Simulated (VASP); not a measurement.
# AlNi3 (Fm-3m) in VASP: further runs, part 2 of 2

VASP 6.6.1.

**4. Relaxation of cell and atoms, PBEsol, collinear spin, ferromagnetic start, target pressure 20 GPa, at which the enthalpy is minimised**

Contents of INCAR:

```
PREC     = Accurate       # precision mode
ENCUT    = 600            # plane-wave cutoff, eV
EDIFF    = 1E-7           # SCF threshold, eV
ISMEAR   = -1             # smearing method
SIGMA    = 0.05           # smearing width, eV
LREAL    = False          # projectors in reciprocal space
LASPH    = True           # aspherical terms in the spheres
NELM     = 150            # most SCF steps
ALGO     = Fast           # electronic algorithm
ISIF     = 3              # what is computed and relaxed
LWAVE    = False          # write WAVECAR
LCHARG   = False          # write CHGCAR
ISPIN    = 2              # spin polarisation
MAGMOM   = 1 1 1 0        # initial moments
LORBIT   = 11             # projections on sites
LMAXMIX  = 4              # l up to which the mixer works
GGA      = PS             # functional
IBRION   = 2              # ionic algorithm
NSW      = 60             # ionic steps
EDIFFG   = -0.01          # ionic threshold
PSTRESS  = 200.0
```

Contents of KPOINTS:

```
regular mesh
0
Gamma
  8 8 8
```

Contents of POSCAR:

```
AlNi3
1.0
    0.0000000000      2.8018887551      2.8018887551
    2.8018887551      0.0000000000      2.8018887551
    2.8018887551      2.8018887551      0.0000000000
Ni Al
3 1
Direct
    0.7500000000      0.7500000000      0.7500000000
    0.0000000000      0.0000000000      0.0000000000
    0.2500000000      0.2500000000      0.2500000000
    0.5000000000      0.5000000000      0.5000000000
```

Potentials or basis: VASP PAW PBE potentials, release 64 (Ni, Al).

Command:

```
$ cat potpaw_PBE.64/Ni/POTCAR potpaw_PBE.64/Al/POTCAR > POTCAR
$ mpirun -np 1 vasp_std > vasp.out
```

OUTCAR:

```text
PREC = Accurate
   ENCUT = 600
   EDIFF = 1E-7
   ISMEAR = -1
   LREAL = False
   LASPH = True
   NELM = 150
   ISIF = 3
   ISPIN = 2
   LORBIT = 11
   GGA = PS
   IBRION = 2
   NSW = 60
   EDIFFG = -0.01
   PSTRESS = 200.0

 ion  position               nearest neighbor table
   1  0.750  0.750  0.750-   4 2.43   2 2.43   4 2.43   2 2.43   4 2.43   4 2.43   2 2.43   2 2.43
                             3 2.80   3 2.80   3 2.80   3 2.80   3 2.80   3 2.80
   2  0.000  0.000  0.000-   1 2.43   3 2.43   1 2.43   1 2.43   3 2.43   1 2.43   3 2.43   3 2.43
                             4 2.80   4 2.80   4 2.80   4 2.80   4 2.80   4 2.80
   3  0.250  0.250  0.250-   2 2.43   4 2.43   2 2.43   2 2.43   4 2.43   2 2.43   4 2.43   4 2.43
                             1 2.80   1 2.80   1 2.80   1 2.80   1 2.80   1 2.80
   4  0.500  0.500  0.500-   3 2.43   1 2.43   3 2.43   1 2.43   3 2.43   3 2.43   1 2.43   1 2.43
                             2 2.80   2 2.80   2 2.80   2 2.80   2 2.80   2 2.80

  LATTYP: Found a face centered cubic cell.
 ALAT       =     5.6037775102

  Lattice vectors:

 A1 = (   0.0000000000,   2.8018887551,   2.8018887551)
 A2 = (   2.8018887551,   0.0000000000,   2.8018887551)
 A3 = (   2.8018887551,   2.8018887551,   0.0000000000)

Analysis of symmetry for initial positions (statically):
=====================================================================
 Subroutine PRICEL returns:
 Original cell was already a primitive cell.

 Routine SETGRP: Setting up the symmetry group for a
[... 189 lines left out ...]
  energy without entropy =      -24.06752818  energy(sigma->0) =      -24.07710871

 E-fermi :   9.7955     XC(G=0): -12.9629

 val. band max:        9.7945586093   @ k =  -0.2500   0.5000   0.2500
 cond. band min:       9.8149858913   @ k =  -0.3750   0.1250   0.0000
 fundamental gap:      0.0204272819
 Fermi energy:         9.7955377041

 spin component 1

 k-point     1 :       0.0000    0.0000    0.0000
  band No.  band energies     occupation
      1      -0.4040      1.00000
      2       6.1966      1.00000
      3       6.1966      1.00000
      4       6.3221      1.00000
      5       6.3221      1.00000
      6       6.3221      1.00000
[... 1320 lines left out ...]
 number of electron      32.9999995 magnetization      -0.0000001

 number of electron      32.9999995 magnetization       0.0000002

 Free energy of the ion-electron system (eV)
  ---------------------------------------------------
  ext. energy  EPLUGINS =         0.00000000
  ---------------------------------------------------
  free energy    TOTEN  =       -23.88781027 eV

  energy without entropy =      -23.87125607  energy(sigma->0) =      -23.87953317

 E-fermi :  11.0584     XC(G=0): -13.4397

 val. band max:       11.0474143088   @ k =   0.5000   0.5000   0.0000
 cond. band min:      11.0671121741   @ k =  -0.2500   0.5000   0.2500
 fundamental gap:      0.0196978653
 Fermi energy:        11.0584435600

 spin component 1

 k-point     1 :       0.0000    0.0000    0.0000
  band No.  band energies     occupation
      1       0.2231      1.00000
      2       6.9528      1.00000
      3       6.9528      1.00000
      4       7.1613      1.00000
      5       7.1613      1.00000
      6       7.1613      1.00000
[... 1230 lines left out ...]
  energy  without entropy=      -23.8712560701  energy(sigma->0) =      -23.87953317

  enthalpy is  TOTEN    =       -18.8495111474 eV   P V=        5.0382991179

 reached required accuracy - stopping structural energy minimisation

 total charge

# of ion       s       p       d       tot
------------------------------------------
    1        0.527   0.615   8.499   9.640
    2        0.534   0.595   8.461   9.590
    3        0.527   0.615   8.499   9.640
    4        0.417   0.456   0.000   0.873
--------------------------------------------------
tot          2.004   2.281  25.458  29.743

 magnetization (x)

# of ion       s       p       d       tot
------------------------------------------
    1       -0.000  -0.000   0.000   0.000
    2        0.000   0.000   0.000   0.000
    3       -0.000  -0.000   0.000   0.000
    4       -0.000  -0.000   0.000  -0.000
--------------------------------------------------
tot         -0.000  -0.000   0.000   0.000
```

Wall time 4.5 min (1 thread of Intel Xeon 8259CL, shared host); peak memory 0.24 GiB.

Results:

```
Free energy                                                : -23.8878 eV
Relaxed volume                                             : 10.09 Å³/atom
Relaxed cell                                               : a = 3.850 Å, b = 3.850 Å, c = 3.850 Å, α = 60.00°, β = 60.00°, γ = 60.00°
Space group after relaxing (to 0.1 Å)                      : Fm-3m (No. 225)
Energy change on relaxing (the run minimises the enthalpy) : +49.7 meV/atom
Ionic steps                                                : 4
Pressure after relaxing                                    : 19.9 GPa
Net moment                                                 : 0.00 μB per cell
Valence electrons inside the program's atomic spheres      : Ni 9.64, 9.59 (each value once); Al 0.87
```

The path:
```tsv
step	energy change (eV)	largest force (eV/Å)	pressure (GPa)	volume (Å³)
1	0.0000	0.0000	-0.70	43.99
2	1.4330	0.0000	67.41	35.55
3	0.1872	0.0000	19.20	40.46
4	0.1989	0.0000	19.90	40.36
```

Final structure:
```
CELL_PARAMETERS angstrom
0.00000 2.72256 2.72256
2.72256 0.00000 2.72256
2.72256 2.72256 0.00000
ATOMIC_POSITIONS crystal
Ni 0.75000 0.75000 0.75000
Ni 0.00000 0.00000 0.00000
Ni 0.25000 0.25000 0.25000
Al 0.50000 0.50000 0.50000
```

Levels at points of the mesh, in eV from the Fermi level:
Spin up:
```
           k point  band 12  band 13  band 14  band 15  band 16  band 17  band 18  band 19  band 20  band 21
(0.00, 0.00, 0.00)    -1.03    -0.62    -0.62    -0.58    -0.58     5.72     5.72     5.72     6.39     6.39
(0.50, 0.00, 0.00)    -1.94    -0.72    -0.72    -0.52    -0.52    -0.15     4.54     4.54     5.22     5.22
(0.50, 0.50, 0.00)    -1.36    -1.18    -0.83    -0.65    -0.39    -0.39    -0.38    -0.01     4.69     5.26
```
Spin down:
| k point | band 12 | band 13 | band 14 | band 15 | band 16 | band 17 | band 18 | band 19 | band 20 | band 21 |
| --- | --- | --- | --- | --- | --- | --- | --- | --- | --- | --- |
| (0.00, 0.00, 0.00) | -1.03 | -0.62 | -0.62 | -0.58 | -0.58 | 5.72 | 5.72 | 5.72 | 6.39 | 6.39 |
| (0.50, 0.00, 0.00) | -1.94 | -0.72 | -0.72 | -0.52 | -0.52 | -0.15 | 4.54 | 4.54 | 5.22 | 5.22 |
| (0.50, 0.50, 0.00) | -1.36 | -1.18 | -0.83 | -0.65 | -0.39 | -0.39 | -0.38 | -0.01 | 4.69 | 5.26 |

Caveat: the cell is relaxed towards a set pressure, so the run minimises the enthalpy, not the energy; the moments typed at the start vanished in this run; the PAW data sets were made with another functional, which shifts forces and pressure a little.

**5. Overview**

```tsv
cell	gap on the mesh (eV)	pressure (GPa)	moment (μB)
relaxed to 5 GPa	none	4.9	0.00
relaxed to 10 GPa	none	9.9	0.00
relaxed to 20 GPa	none	19.9	0.00
```

Alike in all rows: task relaxation of cell and atoms; level PBEsol; potentials or basis VASP PAW PBE potentials, release 64 (Ni, Al); spin collinear, ferromagnetic start; k mesh 8 × 8 × 8; cutoff (eV) 600; smearing fermi-dirac 0.05 eV.

Caveats: the cell is relaxed towards a set pressure, so the run minimises the enthalpy, not the energy; the moments typed at the start vanished in this run; the PAW data sets were made with another functional, which shifts forces and pressure a little.

Absolute energies hang on the potentials; compare differences alone.

The gap in the log of VASP goes by the Fermi energy; the results here count the filled bands.